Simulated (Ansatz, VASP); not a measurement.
One calculation of Fe, two programs

File INCAR:

```
PREC = Accurate
ENCUT = 690
EDIFF = 1E-6
ISMEAR = 1
SIGMA = 0.1
LREAL = F
LASPH = T
NELM = 200
ALGO = Normal
ISIF = 2
LWAVE = F
LCHARG = F
ISPIN = 2
MAGMOM = 3
LORBIT = 11
LMAXMIX = 4
GGA = PS
IVDW = 12
NBANDS = 18
GGA_COMPAT = F
```

KPOINTS

```
regular mesh
0
Gamma
  13 13 13
```

The input POSCAR:

```
Fe
1.0
   -1.4619890197      1.4619890197      1.4619890197
    1.4619890197     -1.4619890197      1.4619890197
    1.4619890197      1.4619890197     -1.4619890197
Fe
1
Direct
    0.0000000000      0.0000000000      0.0000000000
```

The input input.yaml:

```yaml
crystal:
  lattice:
    - [-1.4619890197, 1.4619890197, 1.4619890197]
    - [1.4619890197, -1.4619890197, 1.4619890197]
    - [1.4619890197, 1.4619890197, -1.4619890197]
  atoms:
    - { symbol: Fe, position: [0.0, 0.0, 0.0], spin: 3.0 }
hamiltonian:
  xc: pbesol
  pseudopotentials: { kind: paw, accuracy: standard, xc_functional: pbe }
  dispersion: d3bj
magnetization:
  spin_polarized: true
kpoints:
  mp_grid: { grid: [13, 13, 13] }
scf:
  occupations: { method: methfessel_paxton, width: 0.1 }
output:
  forces: true
  stress: true
  eigenvalues: true
```

Alike in both runs: task single point; functional PBEsol; dispersion D3(BJ); k mesh 13 × 13 × 13; occupations methfessel-paxton of order 1, width 0.1 eV; collinear spin.

|  | VASP | Ansatz |
| --- | --- | --- |
| version | VASP 6.6.1 | Ansatz 0.2.0 |
| potentials or method | VASP PAW PBE potentials, release 64 (Fe_sv) | SSSP efficiency PAW |
| plane-wave cutoff (eV) | 690 | 1225 |
| valence electrons in the cell | 16 | 16 |

|  | VASP | Ansatz | Ansatz less VASP |
| --- | --- | --- | --- |
| gap on the k mesh at the Fermi level (eV) | none | none | - |
| pressure (GPa) | -26.5 | -24.8 | +1.64 |
| net moment per atom (μB) | 2.38 | 2.38 | -0.005 |
| size of the moment on the site where the two differ most (μB) | 2.38 | 2.43 | +0.048 |

VASP's potentials were made for PBE, not for PBEsol. Site moments also hang on the region over which each program counts them. A gap of «none» marks a metal or a gap that the smearing closes.
